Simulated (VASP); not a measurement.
# Li2S (Fm-3m) in VASP: further runs

Runs on Li2S. Level: r2SCAN. Tasks: single point, relaxation of cell and atoms.

Program: VASP 6.6.1. These are calculated values, not measurements. Logs are shortened: lines on timing, memory, paths and dates and some standing lists are left out, and cuts for length are marked.

### 1 The cell of the first run

The structure is cubic, space group Fm-3m (No. 225). The conventional cell has a = 5.801 Å, b = 5.801 Å, c = 5.801 Å, α = 90.00°, β = 90.00°, γ = 90.00°. Within 3.3 Å of Li (site symmetry -43m) lie 4 S at 2.51 Å and 6 Li at 2.90 Å. Within 3.3 Å of S (site symmetry m-3m) lie 8 Li at 2.51 Å.

### 2 Single point, r2SCAN (volume scaled by 1.06)

File POSCAR:

```
Li2S
1.0
    0.0000000000      2.9002886734      2.9002886734
    2.9002886734      0.0000000000      2.9002886734
    2.9002886734      2.9002886734      0.0000000000
Li S
2 1
Direct
    0.2500000000      0.2500000000      0.2500000000
    0.7500000000      0.7500000000      0.7500000000
    0.0000000000      0.0000000000      0.0000000000
```

File INCAR.step1:

```
SYSTEM = Li2S
PREC = Accurate ; ENCUT = 830
ISMEAR = 0 ; SIGMA = 0.02
LREAL = .FALSE. ; LASPH = .TRUE.
NELM = 120 ; NBANDS = 13
GGA = PE ; ALGO = Normal
EDIFF = 1E-5 ; LWAVE = .TRUE.
LCHARG = .FALSE. ; GGA_COMPAT = .FALSE.
```

File INCAR.step2:

```
SYSTEM = Li2S
PREC = Accurate ; ENCUT = 830
EDIFF = 1E-6 ; ISMEAR = 0
SIGMA = 0.02 ; LREAL = .FALSE.
LASPH = .TRUE. ; NELM = 120
ALGO = Normal ; ISIF = 2
LWAVE = .FALSE. ; LCHARG = .TRUE.
METAGGA = R2SCAN ; LMIXTAU = .TRUE.
LELF = .TRUE. ; LVHAR = .TRUE.
NBANDS = 13 ; ISTART = 1
GGA_COMPAT = .FALSE.
```

File KPOINTS:

```
regular mesh
0
G
  8 8 8
  0 0 0
```

Potentials or basis: VASP PAW PBE potentials, release 64 (Li_sv, S).

The run is started by

```console
$ cat potpaw_PBE.64/Li_sv/POTCAR potpaw_PBE.64/S/POTCAR > POTCAR
$ cp INCAR.step1 INCAR
$ mpirun -np 1 vasp_std > vasp.out
$ cp INCAR.step2 INCAR
$ mpirun -np 1 vasp_std > vasp.out
```

OUTCAR:

```text
SYSTEM = Li2S
   PREC = Accurate
   ENCUT = 830
   EDIFF = 1E-6
   ISMEAR = 0
   LREAL = .FALSE.
   LASPH = .TRUE.
   NELM = 120
   ISIF = 2
   METAGGA = R2SCAN
   ISTART = 1

 ion  position               nearest neighbor table
   1  0.250  0.250  0.250-   3 2.51   3 2.51   3 2.51   3 2.51
   2  0.750  0.750  0.750-   3 2.51   3 2.51   3 2.51   3 2.51
   3  0.000  0.000  0.000-   2 2.51   2 2.51   2 2.51   1 2.51   1 2.51   1 2.51   2 2.51   1 2.51

  LATTYP: Found a face centered cubic cell.
 ALAT       =     5.8005773468

  Lattice vectors:

 A1 = (   0.0000000000,   2.9002886734,   2.9002886734)
 A2 = (   2.9002886734,   0.0000000000,   2.9002886734)
 A3 = (   2.9002886734,   2.9002886734,   0.0000000000)

Analysis of symmetry for initial positions (statically):
=====================================================================
 Subroutine PRICEL returns:
 Original cell was already a primitive cell.

 Routine SETGRP: Setting up the symmetry group for a
 face centered cubic supercell.

 Subroutine GETGRP returns: Found 48 space group operations
 (whereof 48 operations were pure point group operations)
 out of a pool of 48 trial point group operations.

The static configuration has the point symmetry O_h .

Analysis of symmetry for dynamics (positions and initial velocities):
=====================================================================
 Subroutine PRICEL returns:
 Original cell was already a primitive cell.

 Routine SETGRP: Setting up the symmetry group for a
 face centered cubic supercell.

 Subroutine GETGRP returns: Found 48 space group operations
 (whereof 48 operations were pure point group operations)
 out of a pool of 48 trial point group operations.

The dynamic configuration has the point symmetry O_h .

 Subroutine INISYM returns: Found 48 space group operations
 (whereof 48 operations are pure point group operations),
 and found     1 'primitive' translations

----------------------------------------------------------------------------------------

                                     Primitive cell

  volume of cell :      48.7926

  direct lattice vectors                    reciprocal lattice vectors
     0.000000000  2.900288673  2.900288673    -0.172396632  0.172396632  0.172396632
     2.900288673  0.000000000  2.900288673     0.172396632 -0.172396632  0.172396632
     2.900288673  2.900288673  0.000000000     0.172396632  0.172396632 -0.172396632

  length of vectors
     4.101627577  4.101627577  4.101627577     0.298599726  0.298599726  0.298599726

[... 94 lines left out ...]
   NUPDOWN=      -1.0000    fix difference up-down
   EMIN   =  10.00;   EMAX   =-10.00  energy-range for DOS
   EFERMI =   0.00;   METHOD = LEGACY
   ISMEAR =     0;   SIGMA  =   0.02  broadening in eV -4-tet -1-fermi 0-gaus
   EFERMI_NEDOS =   21; number of points for ismear=-14 and -15
   IALGO  =     38    algorithm
   IMIX   =      4    mixing-type and parameters
     AMIX     =   0.40;   BMIX     =  1.00
     AMIX_MAG =   1.60;   BMIX_MAG =  1.00
  volume/ion in A,a.u.               =      16.26       109.76
  Fermi-wavevector in a.u.,A,eV,Ry     =   1.025693  1.938279 14.313954  1.052046
  Thomas-Fermi vector in A             =   2.159547
   LORBIT       =      0    0 simple, 1 ext, 2 COOP (PROOUT), +10 PAW based schemes
   METAGGA = R2SCAN    functional components
   LHFCALC =     F    Hartree Fock is set to
   AEXX    =    0.0000 exact exchange contribution
   IVDW    =     0    specifies the selected vdW correction
   LEPSILON=     F    determine dielectric tensor
   LRPA    =     F    only Hartree local field effects (RPA)
 non-spin polarized calculation
 Gauss-broadening in eV      SIGMA  =   0.02
  energy-cutoff  :      830.00
  volume of cell :       48.79
 maximum number of plane-waves:      2689
   NGX = 19   NGY = 19   NGZ = 19

 number of electron      11.9999997 magnetization

 Free energy of the ion-electron system (eV)
  ---------------------------------------------------
  ext. energy  EPLUGINS =         0.00000000
  ---------------------------------------------------
  free energy    TOTEN  =       -17.36147617 eV

  energy without entropy =      -17.36147617  energy(sigma->0) =      -17.36147617

 E-fermi :   1.1111     XC(G=0):  -8.6957

 val. band max:        0.8724111463   @ k =   0.0000   0.0000   0.0000
 cond. band min:       4.7563571388   @ k =   0.5000   0.5000   0.0000
 fundamental gap:      3.8839459924
 Fermi energy:         1.1111176762

 k-point     1 :       0.0000    0.0000    0.0000
  band No.  band energies     occupation
      1     -44.8397      2.00000
      2     -44.8067      2.00000
      3     -10.4655      2.00000
      4       0.8724      2.00000
      5       0.8724      2.00000
      6       0.8724      2.00000
      7       5.6131      0.00000
      8       7.7477      0.00000
      9       7.7477      0.00000
     10       7.7477      0.00000
     11      12.4856      0.00000
     12      12.4856      0.00000
     13      13.9991      0.00000
[... 354 lines left out ...]
  band No.  band energies     occupation
      1     -44.8225      2.00000
      2     -44.8224      2.00000
      3     -10.0053      2.00000
      4      -1.5460      2.00000
      5      -0.2858      2.00000
      6       0.0372      2.00000
      7       7.1959      0.00000
      8       8.0991      0.00000
      9       9.7901      0.00000
     10      10.4117      0.00000
     11      11.8506      0.00000
     12      13.1741      0.00000
     13      14.8166      0.00000

 [... further k-points ...]

------------------------ aborting loop because EDIFF is reached ----------------------------------------

  FORCE on cell =-STRESS in cart. coord.  units (eV):
  Direction    XX          YY          ZZ          XY          YZ          ZX
  --------------------------------------------------------------------------------------
  -------------------------------------------------------------------------------------
  Total       -0.7338379     -0.7338379     -0.7338379     -0.0000000      0.0000000     -0.0000000
  in kB      -24.0966708    -24.0966708    -24.0966708     -0.0000000      0.0000000     -0.0000000
  external PRESSURE =     -24.0966708 kB  Pullay stress =       0.0000000 kB

 VOLUME and BASIS-vectors are now :
 -----------------------------------------------------------------------------
  energy-cutoff  :      830.00
  volume of cell :       48.79
      direct lattice vectors                 reciprocal lattice vectors
     0.000000000  2.900288673  2.900288673    -0.172396632  0.172396632  0.172396632
     2.900288673  0.000000000  2.900288673     0.172396632 -0.172396632  0.172396632
     2.900288673  2.900288673  0.000000000     0.172396632  0.172396632 -0.172396632

 POSITION                                       TOTAL-FORCE (eV/Angst)
 -----------------------------------------------------------------------------------
      1.45014      1.45014      1.45014        -0.000000     -0.000000     -0.000000
      4.35043      4.35043      4.35043         0.000000      0.000000      0.000000
      0.00000      0.00000      0.00000        -0.000000     -0.000000     -0.000000
 -----------------------------------------------------------------------------------
    total drift:                                0.000000     -0.000000      0.000000

  FREE ENERGIE OF THE ION-ELECTRON SYSTEM (eV)
  ---------------------------------------------------
  free  energy   TOTEN  =       -17.3614761682 eV

  energy  without entropy=      -17.3614761682  energy(sigma->0) =      -17.36147617
```

OUTCAR.step1:

```text
SYSTEM = Li2S
   PREC = Accurate
   ENCUT = 830
   ISMEAR = 0
   LREAL = .FALSE.
   LASPH = .TRUE.
   NELM = 120
[... 607 lines left out ...]
      1.45014      1.45014      1.45014         0.000000      0.000000      0.000000
      4.35043      4.35043      4.35043        -0.000000     -0.000000     -0.000000
      0.00000      0.00000      0.00000        -0.000000      0.000000     -0.000000
 -----------------------------------------------------------------------------------
    total drift:                                0.000000     -0.000000      0.000000

  FREE ENERGIE OF THE ION-ELECTRON SYSTEM (eV)
  ---------------------------------------------------
  free  energy   TOTEN  =       -11.9804409829 eV

  energy  without entropy=      -11.9804409829  energy(sigma->0) =      -11.98044098
```

Run time: 83 s. Hardware: 1 thread of Intel Xeon 6975P-C (Granite Rapids), shared host; peak memory 0.25 GiB.

Results:

- Free energy: -17.3615 eV
- Pressure: -2.4 GPa
- Band gap on the k mesh: 3.88 eV, indirect (least direct gap 4.74 eV)

Caveat: the cell differs from its parent crystal (volume scaled by 1.06); the PAW data sets were made with another functional, which shifts forces and pressure a little. A k mesh can miss the band edges.

### 3 Relaxation of cell and atoms, r2SCAN

This run uses another cell than the first one, of 15.34 Å³/atom, 0.943 times its volume.

File POSCAR:

```
Li2S
1.0
    0.0000000000      2.8445000000      2.8445000000
    2.8445000000      0.0000000000      2.8445000000
    2.8445000000      2.8445000000      0.0000000000
Li S
2 1
Direct
    0.2500000000      0.2500000000      0.2500000000
    0.7500000000      0.7500000000      0.7500000000
    0.0000000000      0.0000000000      0.0000000000
```

File INCAR.step1:

```
SYSTEM = Li2S
PREC = Accurate ; ENCUT = 830
ISMEAR = 0 ; SIGMA = 0.02
LREAL = .FALSE. ; LASPH = .TRUE.
NELM = 120 ; GGA = PE
ALGO = Normal ; EDIFF = 1E-5
LWAVE = .TRUE. ; LCHARG = .FALSE.
GGA_COMPAT = .FALSE. ; IBRION = 2
ISIF = 3 ; EDIFFG = -0.005
NELMIN = 4 ; NSW = 100
```

File INCAR.step2:

```
SYSTEM = Li2S
PREC = Accurate ; ENCUT = 830
EDIFF = 1E-7 ; ISMEAR = 0
SIGMA = 0.02 ; LREAL = .FALSE.
LASPH = .TRUE. ; NELM = 120
ALGO = Normal ; ISIF = 3
LWAVE = .FALSE. ; LCHARG = .FALSE.
METAGGA = R2SCAN ; LMIXTAU = .TRUE.
IBRION = 2 ; NSW = 100
EDIFFG = -0.005 ; ISTART = 1
GGA_COMPAT = .FALSE. ; NELMIN = 4
```

KPOINTS is that of step 2.

Potentials or basis: VASP PAW PBE potentials, release 64 (Li_sv, S).

The run is started by

```console
$ cat potpaw_PBE.64/Li_sv/POTCAR potpaw_PBE.64/S/POTCAR > POTCAR
$ cp INCAR.step1 INCAR
$ mpirun -np 1 vasp_std > vasp.out
$ cp INCAR.step2 INCAR
$ mpirun -np 1 vasp_std > vasp.out
```

It took 2.9 min on 1 thread of Intel Xeon 6975P-C (Granite Rapids), shared host; peak memory 0.26 GiB.

Results (log left out):

| Item | Value |
| --- | --- |
| Free energy | -17.3842 eV |
| Relaxed volume | 15.28 Å³/atom |
| Relaxed cell | a = 4.017 Å, b = 4.017 Å, c = 4.017 Å, α = 60.00°, β = 60.00°, γ = 60.00° |
| Space group after relaxing (to 0.05 Å) | Fm-3m (No. 225) |
| Energy gained by relaxing | 0.0 meV/atom |
| Ionic steps | 3 |
| Pressure after relaxing | 0.0 GPa |
| Band gap on the k mesh | 3.85 eV, indirect (least direct gap 5.08 eV) |

The path:
```
step  energy change (eV)  largest force (eV/Å)  pressure (GPa)  volume (Å³)
   1              0.0000                0.0000           -0.17        46.03
   2             -0.0001                0.0000           -0.08        45.92
   3             -0.0001                0.0000            0.00        45.83
```

Final structure:
```xyz
3
Lattice="0.0000 2.8404 2.8404 2.8404 0.0000 2.8404 2.8404 2.8404 0.0000" Properties=species:S:1:pos:R:3 pbc="T T T"
Li    1.4202    1.4202    1.4202
Li    4.2607    4.2607    4.2607
S     0.0000    0.0000    0.0000
```

Levels at points of the mesh, in eV from the valence-band top:
```csv
k point,band 3,band 4,band 5,band 6,band 7,band 8,band 9,band 10
"(0.00, 0.00, 0.00)",-11.50,0.00,0.00,0.00,5.08,6.91,6.91,6.91
"(0.50, 0.00, 0.00)",-11.05,-2.91,-0.51,-0.51,7.00,7.20,7.20,9.16
"(0.50, 0.50, 0.00)",-10.93,-2.17,-1.45,-1.45,3.85,7.91,12.20,12.20
```

Caveat: the PAW data sets were made with another functional, which shifts forces and pressure a little.
